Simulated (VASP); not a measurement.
Here is a VASP 6.6.1 calculation.

The input INCAR:

```
PREC     = Accurate       # precision mode
ENCUT    = 520            # plane-wave cutoff, eV
EDIFF    = 1E-7           # SCF threshold, eV
ISMEAR   = 0              # smearing method
SIGMA    = 0.05           # smearing width, eV
LREAL    = False          # projectors in reciprocal space
LASPH    = True           # aspherical terms in the spheres
NELM     = 80             # most SCF steps
ALGO     = Normal         # electronic algorithm
ISIF     = 2              # what is computed and relaxed
LWAVE    = False          # write WAVECAR
LCHARG   = False          # write CHGCAR
GGA      = PE             # functional
NBANDS   = 25             # bands
```

File KPOINTS:

```
regular mesh
0
Gamma
  6 6 8
```

The input POSCAR:

```
SiO2
1.0
    4.3630000000      0.0000000000      0.0000000000
    0.0000000000      4.3630000000      0.0000000000
    0.0000000000      0.0000000000      2.3670000000
Si O
2 4
Direct
    0.5000000000      0.5000000000      0.5000000000
    0.0000000000      0.0000000000      0.0000000000
    0.6930127928      0.6930127928      0.0000000000
    0.1930127928      0.8069872072      0.5000000000
    0.3069872072      0.3069872072      0.0000000000
    0.8069872072      0.1930127928      0.5000000000
```

Potentials or basis: VASP PAW PBE potentials, release 64 (Si, O).

Command:

```console
$ cat potpaw_PBE.64/Si/POTCAR potpaw_PBE.64/O/POTCAR > POTCAR
$ mpirun -np 1 vasp_std > vasp.out
```

(1) Predict the band gap on the k mesh.

(2) What does it give for the pressure?

(3) Predict the largest force.

## Answers

(1) 6.28 eV, direct.

(2) 39.5 GPa.

(3) 0.231 eV/Å.
